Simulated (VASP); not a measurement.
# C (I4_1/amd) in VASP: a series of runs

The runs below take C through single point, with r2SCAN.

Program: VASP 6.6.1. These are calculated values, not measurements. Logs are shortened: lines on timing, memory, paths and dates and some standing lists are left out, and cuts for length are marked.

### 1 The cell of the first run

Symmetry: I4_1/amd, No. 141, tetragonal system. The conventional cell has a = 2.598 Å, b = 2.598 Å, c = 3.513 Å, α = 90.00°, β = 90.00°, γ = 90.00°. C (site symmetry -4m2) has 4 C at 1.57 Å within 2.1 Å.

### 2 Single point, r2SCAN (strain +0.030 along x and y, -0.015 along z)

File POSCAR:

```
C
1.0
    0.0000000000      1.8369020000      1.7566490000
    1.8369020000      0.0000000000      1.7566490000
    1.8369020000      1.8369020000      0.0000000000
C
2
Direct
    0.5000000000      0.5000000000      0.5000000000
    0.7500000000      0.7500000000      0.7500000000
```

File INCAR.step1:

```
SYSTEM = C
ALGO = Normal
EDIFF = 1E-4
ENCUT = 520
GGA = PE
ISMEAR = 0
LASPH = .TRUE.
LCHARG = .FALSE.
LREAL = .FALSE.
LWAVE = .TRUE.
NBANDS = 11
NELM = 60
PREC = Accurate
SIGMA = 0.05
```

File INCAR.step2:

```
SYSTEM = C
ALGO = Normal
EDIFF = 1E-7
ENCUT = 520
ISIF = 2
ISMEAR = 0
ISTART = 1
LASPH = .TRUE.
LCHARG = .FALSE.
LMIXTAU = .TRUE.
LREAL = .FALSE.
LWAVE = .FALSE.
METAGGA = R2SCAN
NBANDS = 11
NELM = 60
PREC = Accurate
SIGMA = 0.05
```

File KPOINTS:

```
k-points
0
G
  12 12 12
  0 0 0
```

Potentials or basis: VASP PAW PBE potentials, release 64 (C).

Started as:

```console
> cat potpaw_PBE.64/C/POTCAR > POTCAR
> cp INCAR.step1 INCAR
> mpirun -np 1 vasp_std > vasp.out
> cp INCAR.step2 INCAR
> mpirun -np 1 vasp_std > vasp.out
```

OUTCAR:

```text
SYSTEM = C
   EDIFF = 1E-7
   ENCUT = 520
   ISIF = 2
   ISMEAR = 0
   ISTART = 1
   LASPH = .TRUE.
   LREAL = .FALSE.
   METAGGA = R2SCAN
   NELM = 60
   PREC = Accurate

 ion  position               nearest neighbor table
   1  0.500  0.500  0.500-   2 1.57   2 1.57   2 1.57   2 1.57
   2  0.750  0.750  0.750-   1 1.57   1 1.57   1 1.57   1 1.57

  LATTYP: Found a body centered tetragonal cell.
 ALAT       =     2.5977717212
 C/A-ratio  =     1.3524275329

  Lattice vectors:

 A1 = (   0.0000000000,  -1.8369020000,  -1.7566490000)
 A2 = (   0.0000000000,   1.8369020000,  -1.7566490000)
 A3 = (   1.8369020000,   0.0000000000,   1.7566490000)

Analysis of symmetry for initial positions (statically):
=====================================================================
 Subroutine PRICEL returns:
 Original cell was already a primitive cell.

 Routine SETGRP: Setting up the symmetry group for a
 body centered tetragonal supercell.

 Subroutine GETGRP returns: Found 16 space group operations
 (whereof  8 operations were pure point group operations)
 out of a pool of 16 trial point group operations.

The static configuration has the point symmetry D_2d.
 The point group associated with its full space group is D_4h.

Analysis of symmetry for dynamics (positions and initial velocities):
=====================================================================
 Subroutine PRICEL returns:
 Original cell was already a primitive cell.

 Routine SETGRP: Setting up the symmetry group for a
 body centered tetragonal supercell.

 Subroutine GETGRP returns: Found 16 space group operations
 (whereof  8 operations were pure point group operations)
 out of a pool of 16 trial point group operations.

The dynamic configuration has the point symmetry D_2d.
 The point group associated with its full space group is D_4h.

 Subroutine INISYM returns: Found 16 space group operations
 (whereof  8 operations are pure point group operations),
 and found     1 'primitive' translations

----------------------------------------------------------------------------------------

                                     Primitive cell

  volume of cell :      11.8546

  direct lattice vectors                    reciprocal lattice vectors
     0.000000000  1.836902000  1.756649000    -0.272197428  0.272197428  0.284632844
     1.836902000  0.000000000  1.756649000     0.272197428 -0.272197428  0.284632844
     1.836902000  1.836902000  0.000000000     0.272197428  0.272197428 -0.284632844

  length of vectors
     2.541657858  2.541657858  2.597771721     0.478747047  0.478747047  0.478747047

  position of ions in fractional coordinates (direct lattice)
     0.500000000  0.500000000  0.500000000
     0.750000000  0.750000000  0.750000000

  ion indices of the primitive-cell ions
   primitive index   ion index
                 1           1
                 2           2

----------------------------------------------------------------------------------------

 KPOINTS: k-points

Automatic generation of k-mesh.
 Grid dimensions read from file:
 generate k-points for:   12   12   12

 Generating k-lattice:

  Cartesian coordinates                     Fractional coordinates (reciprocal lattice)
    -0.022683119  0.022683119  0.023719404     0.083333333 -0.000000000  0.000000000
     0.022683119 -0.022683119  0.023719404    -0.000000000  0.083333333  0.000000000
     0.022683119  0.022683119 -0.023719404     0.000000000  0.000000000  0.083333333

  Length of vectors
     0.039895587  0.039895587  0.039895587

  Shift w.r.t. Gamma in fractional coordinates (k-lattice)
     0.000000000  0.000000000  0.000000000

 Subroutine IBZKPT returns following result:
 ===========================================

 Found    163 irreducible k-points:

 Following reciprocal coordinates:
            Coordinates               Weight
  0.000000  0.000000  0.000000      1.000000
  0.083333  0.000000  0.000000      8.000000
  0.166667  0.000000  0.000000      8.000000
  0.250000 -0.000000  0.000000      8.000000
  0.333333  0.000000  0.000000      8.000000
  0.416667  0.000000  0.000000      8.000000
[... 16 lines left out ...]
  0.500000  0.166667  0.000000      8.000000
 -0.416667  0.166667  0.000000      8.000000
 [... further k-points ...]
   k-points           NKPTS =    163   k-points in BZ     NKDIM =    163   number of bands    NBANDS=     11
   number of dos      NEDOS =    301   number of ions     NIONS =      2
   total plane-waves  NPLWV =   8000
   dimension x,y,z NGX =    20 NGY =   20 NGZ =   20
   dimension x,y,z NGXF=    40 NGYF=   40 NGZF=   40
   ions per type =               2
   NGX,Y,Z   is equivalent  to a cutoff of  13.08, 13.08, 12.80 a.u.
   NGXF,Y,Z  is equivalent  to a cutoff of  26.16, 26.16, 25.60 a.u.
 SYSTEM =  C
   PREC   = accura    normal or accurate (medium, high low for compatibility)
   ISTART =      1    job   : 0-new  1-cont  2-samecut
[... 23 lines left out ...]
   EFERMI_NEDOS =   21; number of points for ismear=-14 and -15
   IALGO  =     38    algorithm
   IMIX   =      4    mixing-type and parameters
     AMIX     =   0.40;   BMIX     =  1.00
     AMIX_MAG =   1.60;   BMIX_MAG =  1.00
  volume/ion in A,a.u.               =       5.93        40.00
  Fermi-wavevector in a.u.,A,eV,Ry     =   1.435961  2.713572 28.054977  2.061983
  Thomas-Fermi vector in A             =   2.555201
   LORBIT       =      0    0 simple, 1 ext, 2 COOP (PROOUT), +10 PAW based schemes
   METAGGA = R2SCAN    functional components
   LHFCALC =     F    Hartree Fock is set to
   AEXX    =    0.0000 exact exchange contribution
   IVDW    =     0    specifies the selected vdW correction
   LEPSILON=     F    determine dielectric tensor
   LRPA    =     F    only Hartree local field effects (RPA)
 non-spin polarized calculation
 Gauss-broadening in eV      SIGMA  =   0.05
  energy-cutoff  :      520.00
  volume of cell :       11.85
 maximum number of plane-waves:       332
   NGX =  9   NGY =  9   NGZ =  9

 number of electron       8.0000001 magnetization

 Free energy of the ion-electron system (eV)
  ---------------------------------------------------
  ext. energy  EPLUGINS =         0.00000000
  ---------------------------------------------------
  free energy    TOTEN  =       -19.57952354 eV

  energy without entropy =      -19.57952354  energy(sigma->0) =      -19.57952354

 E-fermi :   9.8351     XC(G=0): -14.0197

 val. band max:        9.5201560135   @ k =   0.0000   0.0000   0.0000
 cond. band min:      12.6264468055   @ k =   0.3333   0.3333   0.0000
 fundamental gap:      3.1062907920
 Fermi energy:         9.8351022884

 k-point     1 :       0.0000    0.0000    0.0000
  band No.  band energies     occupation
      1     -13.0079      2.00000
      2       8.8689      2.00000
      3       8.8689      2.00000
      4       9.5202      2.00000
      5      14.4296      0.00000
      6      15.0150      0.00000
      7      15.0150      0.00000
      8      21.8299      0.00000
      9      28.9067      0.00000
     10      34.8482      0.00000
     11      36.6453      0.00000

 k-point     2 :       0.0833    0.0000    0.0000
  band No.  band energies     occupation
      1     -12.8127      2.00000
      2       7.7608      2.00000
      3       8.5305      2.00000
      4       9.0426      2.00000
      5      14.8877      0.00000
      6      15.4301      0.00000
      7      15.7000      0.00000
      8      22.0685      0.00000
      9      29.2458      0.00000
     10      33.1686      0.00000
     11      34.3516      0.00000

 k-point     3 :       0.1667    0.0000    0.0000
  band No.  band energies     occupation
      1     -12.2301      2.00000
      2       5.1983      2.00000
      3       7.7843      2.00000
      4       8.3183      2.00000
      5      15.7694      0.00000
      6      16.3169      0.00000
      7      16.7910      0.00000
      8      22.7684      0.00000
      9      29.9395      0.00000
     10      31.8195      0.00000
     11      32.7520      0.00000
[... 267 lines left out ...]
 k-point    23 :       0.5000    0.1667    0.0000
  band No.  band energies     occupation
      1      -7.1224      2.00000
      2      -3.2834      2.00000
      3       4.4247      2.00000
      4       4.6550      2.00000
      5      15.7368      0.00000
      6      19.9585      0.00000
      7      20.6230      0.00000
      8      23.2152      0.00000
      9      30.0838      0.00000
     10      33.7009      0.00000
     11      36.3410      0.00000

 k-point    24 :      -0.4167    0.1667    0.0000
  band No.  band energies     occupation
      1      -6.9125      2.00000
      2      -3.5495      2.00000
      3       3.9193      2.00000
      4       5.0173      2.00000
      5      16.1166      0.00000
      6      19.5028      0.00000
      7      20.6736      0.00000
      8      24.6837      0.00000
      9      28.9727      0.00000
     10      33.8387      0.00000
     11      34.2440      0.00000

 [... further k-points ...]

------------------------ aborting loop because EDIFF is reached ----------------------------------------

  FORCE on cell =-STRESS in cart. coord.  units (eV):
  Direction    XX          YY          ZZ          XY          YZ          ZX
  --------------------------------------------------------------------------------------
  -------------------------------------------------------------------------------------
  Total       -2.4148624     -2.4148624      0.5351856      0.0000000      0.0000000     -0.0000000
  in kB     -326.3743395   -326.3743395     72.3316012      0.0000000      0.0000000     -0.0000000
  external PRESSURE =    -193.4723593 kB  Pullay stress =       0.0000000 kB

 VOLUME and BASIS-vectors are now :
 -----------------------------------------------------------------------------
  energy-cutoff  :      520.00
  volume of cell :       11.85
      direct lattice vectors                 reciprocal lattice vectors
     0.000000000  1.836902000  1.756649000    -0.272197428  0.272197428  0.284632844
     1.836902000  0.000000000  1.756649000     0.272197428 -0.272197428  0.284632844
     1.836902000  1.836902000  0.000000000     0.272197428  0.272197428 -0.284632844

 POSITION                                       TOTAL-FORCE (eV/Angst)
 -----------------------------------------------------------------------------------
      1.83690      1.83690      1.75665        -0.000000     -0.000000      0.000000
      2.75535      2.75535      2.63497         0.000000      0.000000      0.000000
 -----------------------------------------------------------------------------------
    total drift:                                0.000000     -0.000000      0.000000

  FREE ENERGIE OF THE ION-ELECTRON SYSTEM (eV)
  ---------------------------------------------------
  free  energy   TOTEN  =       -19.5795235441 eV

  energy  without entropy=      -19.5795235441  energy(sigma->0) =      -19.57952354
```

Run time: 72 s. Hardware: 1 thread of Intel Xeon 8259CL, shared host; peak memory 0.13 GiB.

What came out:

| Quantity | Value |
| --- | --- |
| Free energy | -19.5795 eV |
| Pressure | -19.3 GPa |
| Band gap on the k mesh | 3.11 eV (least direct gap 4.91 eV) |

Caveat: the cell differs from its parent crystal (strain +0.030 along x and y, -0.015 along z); the cell stands under tension; the PAW data sets were made with another functional, which shifts forces and pressure a little.

### 3 Single point, r2SCAN (strain +0.030 along x and y, +0.000 along z)

File POSCAR:

```
C
1.0
    0.0000000000      1.8369020000      1.7834000000
    1.8369020000      0.0000000000      1.7834000000
    1.8369020000      1.8369020000      0.0000000000
C
2
Direct
    0.5000000000      0.5000000000      0.5000000000
    0.7500000000      0.7500000000      0.7500000000
```

File INCAR.step1:

```
PREC = Accurate
ENCUT = 520
ISMEAR = 0
SIGMA = 0.05
LREAL = False
LASPH = True
NELM = 60
NBANDS = 11
GGA = PE
ALGO = Normal
EDIFF = 1E-4
LWAVE = True
LCHARG = False
```

File INCAR.step2:

```
PREC = Accurate
ENCUT = 520
EDIFF = 1E-7
ISMEAR = 0
SIGMA = 0.05
LREAL = False
LASPH = True
NELM = 60
ALGO = Normal
ISIF = 2
LWAVE = False
LCHARG = False
METAGGA = R2SCAN
LMIXTAU = True
NBANDS = 11
ISTART = 1
```

File KPOINTS:

```
Automatic mesh
0
Gamma
  12 12 12
```

Potentials or basis: VASP PAW PBE potentials, release 64 (C).

Started as:

```console
> cat potpaw_PBE.64/C/POTCAR > POTCAR
> cp INCAR.step1 INCAR
> mpirun -np 1 vasp_std > vasp.out
> cp INCAR.step2 INCAR
> mpirun -np 1 vasp_std > vasp.out
```

Wall time 72 s (1 thread of Intel Xeon 8259CL, shared host); peak memory 0.13 GiB.

Results (log left out):

```
Free energy            : -19.5797 eV
Pressure               : -24.9 GPa
Band gap on the k mesh : 3.46 eV (least direct gap 5.14 eV)
```

Stress tensor (GPa, compression positive):
```
-33.71   0.00   0.00
  0.00 -33.71   0.00
  0.00   0.00  -7.35
```

Levels at points of the mesh, in eV from the valence-band top:
| k point | band 1 | band 2 | band 3 | band 4 | band 5 | band 6 | band 7 | band 8 |
| --- | --- | --- | --- | --- | --- | --- | --- | --- |
| (0.00, 0.00, 0.00) | -22.18 | -0.43 | -0.43 | 0.00 | 5.14 | 5.52 | 5.52 | 12.12 |
| (0.50, 0.00, 0.00) | -16.57 | -13.68 | -3.36 | -2.85 | 7.66 | 8.22 | 8.80 | 15.83 |
| (0.50, 0.50, 0.00) | -13.16 | -13.16 | -6.86 | -6.86 | 4.12 | 4.12 | 16.76 | 16.76 |
| (0.50, 0.00, 0.50) | -13.60 | -13.60 | -6.43 | -6.43 | 4.81 | 4.81 | 16.57 | 16.57 |

Caveat: the cell differs from its parent crystal (strain +0.030 along x and y, +0.000 along z); the cell stands under tension; the PAW data sets were made with another functional, which shifts forces and pressure a little. A k mesh can miss the band edges.

### 4 Single point, r2SCAN (strain +0.015 along x and y, +0.030 along z)

File POSCAR:

```
C
1.0
    0.0000000000      1.8101510000      1.8369020000
    1.8101510000      0.0000000000      1.8369020000
    1.8101510000      1.8101510000      0.0000000000
C
2
Direct
    0.5000000000      0.5000000000      0.5000000000
    0.7500000000      0.7500000000      0.7500000000
```

File INCAR.step1:

```
SYSTEM = C
PREC = Accurate ; ENCUT = 520
ISMEAR = 0 ; SIGMA = 0.05
LREAL = .False. ; LASPH = .True.
NELM = 80 ; NBANDS = 11
GGA = PE ; ALGO = Normal
EDIFF = 1E-4 ; LWAVE = .True.
LCHARG = .False.
```

File INCAR.step2:

```
SYSTEM = C
PREC = Accurate ; ENCUT = 520
EDIFF = 1E-6 ; ISMEAR = 0
SIGMA = 0.05 ; LREAL = .False.
LASPH = .True. ; NELM = 80
ALGO = Normal ; ISIF = 2
LWAVE = .False. ; LCHARG = .True.
METAGGA = R2SCAN ; LMIXTAU = .True.
LELF = .True. ; LVHAR = .True.
NBANDS = 11 ; ISTART = 1
```

File KPOINTS:

```
Automatic mesh
0
Gamma
  12 12 12
  0 0 0
```

Started as:

```console
> cat potpaw_PBE.64/C/POTCAR > POTCAR
> cp INCAR.step1 INCAR
> mpirun -np 1 vasp_std > vasp.out
> cp INCAR.step2 INCAR
> mpirun -np 1 vasp_std > vasp.out
```

Wall time 64 s (1 thread of Intel Xeon 8259CL, shared host); peak memory 0.13 GiB.

It converged, with:

- Free energy: -19.5940 eV
- Pressure: -25.0 GPa
- Band gap on the k mesh: 4.02 eV (least direct gap 5.54 eV)

Stress tensor (GPa, compression positive):
```
-20.46   0.00   0.00
  0.00 -20.46   0.00
  0.00   0.00 -34.16
```

Levels at points of the mesh, in eV from the valence-band top:
```
           k point  band 1  band 2  band 3  band 4  band 5  band 6  band 7  band 8  band 9
(0.00, 0.00, 0.00)  -21.97   -0.23    0.00    0.00    5.54    5.54    5.73   12.34   19.52
(0.50, 0.00, 0.00)  -16.36  -13.46   -3.03   -2.76    8.06    8.60    8.66   16.03   22.24
(0.50, 0.50, 0.00)  -13.39  -13.39   -6.22   -6.22    5.02    5.02   16.82   16.82   23.26
(0.50, 0.00, 0.50)  -13.17  -13.17   -6.44   -6.44    4.68    4.68   16.89   16.89   23.47
```

Caveat: the cell differs from its parent crystal (strain +0.015 along x and y, +0.030 along z); the cell stands under tension; the PAW data sets were made with another functional, which shifts forces and pressure a little. A k mesh can miss the band edges.

### 5 Single point, r2SCAN (strain +0.030 along x and y, +0.015 along z)

File POSCAR:

```
C
1.0
    0.0000000000      1.8369020000      1.8101510000
    1.8369020000      0.0000000000      1.8101510000
    1.8369020000      1.8369020000      0.0000000000
C
2
Direct
    0.5000000000      0.5000000000      0.5000000000
    0.7500000000      0.7500000000      0.7500000000
```

File INCAR.step1:

```
SYSTEM = C
PREC     = Accurate       ! precision mode
ENCUT    = 520            ! plane-wave cutoff, eV
ISMEAR   = 0              ! smearing method
SIGMA    = 0.05           ! smearing width, eV
LREAL    = .False.        ! projectors in reciprocal space
LASPH    = .True.         ! aspherical terms in the spheres
NELM     = 60             ! most SCF steps
NBANDS   = 11             ! bands
GGA      = PE             ! functional
ALGO     = Normal         ! electronic algorithm
EDIFF    = 1E-4           ! SCF threshold, eV
LWAVE    = .True.         ! write WAVECAR
LCHARG   = .False.        ! write CHGCAR
```

File INCAR.step2:

```
SYSTEM = C
PREC     = Accurate       ! precision mode
ENCUT    = 520            ! plane-wave cutoff, eV
EDIFF    = 1E-7           ! SCF threshold, eV
ISMEAR   = 0              ! smearing method
SIGMA    = 0.05           ! smearing width, eV
LREAL    = .False.        ! projectors in reciprocal space
LASPH    = .True.         ! aspherical terms in the spheres
NELM     = 60             ! most SCF steps
ALGO     = Normal         ! electronic algorithm
ISIF     = 2              ! what is computed and relaxed
LWAVE    = .False.        ! write WAVECAR
LCHARG   = .False.        ! write CHGCAR
METAGGA  = R2SCAN         ! meta-GGA
LMIXTAU  = .True.       
NBANDS   = 11             ! bands
ISTART   = 1
```

KPOINTS is that of step 4.

Started as:

```console
> cat potpaw_PBE.64/C/POTCAR > POTCAR
> cp INCAR.step1 INCAR
> mpirun -np 1 vasp_std > vasp.out
> cp INCAR.step2 INCAR
> mpirun -np 1 vasp_std > vasp.out
```

Run time: 73 s. Hardware: 1 thread of Intel Xeon 8259CL, shared host; peak memory 0.13 GiB.

Results (log left out):

* Free energy: -19.5638 eV
* Pressure: -30.1 GPa
* Band gap on the k mesh: 3.80 eV (least direct gap 5.36 eV)

Stress tensor (GPa, compression positive):
```
-34.44   0.00   0.00
  0.00 -34.44   0.00
  0.00   0.00 -21.38
```

Levels at points of the mesh, in eV from the valence-band top:
```
           k point  band 1  band 2  band 3  band 4  band 5  band 6  band 7  band 8  band 9
(0.00, 0.00, 0.00)  -21.84   -0.22   -0.22    0.00    5.36    5.55    5.55   11.94   19.26
(0.50, 0.00, 0.00)  -16.31  -13.38   -3.05   -2.80    7.85    8.36    8.58   15.82   21.96
(0.50, 0.50, 0.00)  -13.07  -13.07   -6.49   -6.49    4.46    4.46   16.64   16.64   23.20
(0.50, 0.00, 0.50)  -13.28  -13.28   -6.28   -6.28    4.80    4.80   16.55   16.55   22.99
```

Caveat: the cell differs from its parent crystal (strain +0.030 along x and y, +0.015 along z); the cell stands under tension; the PAW data sets were made with another functional, which shifts forces and pressure a little. A k mesh can miss the band edges.

### 6 The runs side by side

| cell | gap on the mesh (eV) | pressure (GPa) |
| --- | --- | --- |
| a = 2.542, b = 2.542, c = 2.598 Å, angles 59.3, 59.3, 61.5°, 2 atoms | 3.11 | -19.3 |
| a = 2.560, b = 2.560, c = 2.598 Å, angles 59.5, 59.5, 61.0°, 2 atoms | 3.46 | -24.9 |
| a = 2.579, b = 2.579, c = 2.560 Å, angles 60.2, 60.2, 59.5°, 2 atoms | 4.02 | -25.0 |
| a = 2.579, b = 2.579, c = 2.598 Å, angles 59.8, 59.8, 60.5°, 2 atoms | 3.80 | -30.1 |

Alike in all rows: task single point; level r2SCAN; potentials or basis VASP PAW PBE potentials, release 64 (C); no spin polarisation; k mesh 12 × 12 × 12; cutoff (eV) 520; smearing gaussian 0.05 eV.

Caveats: the cell stands under tension; the PAW data sets were made with another functional, which shifts forces and pressure a little.

Absolute energies hang on the potentials; compare differences alone.
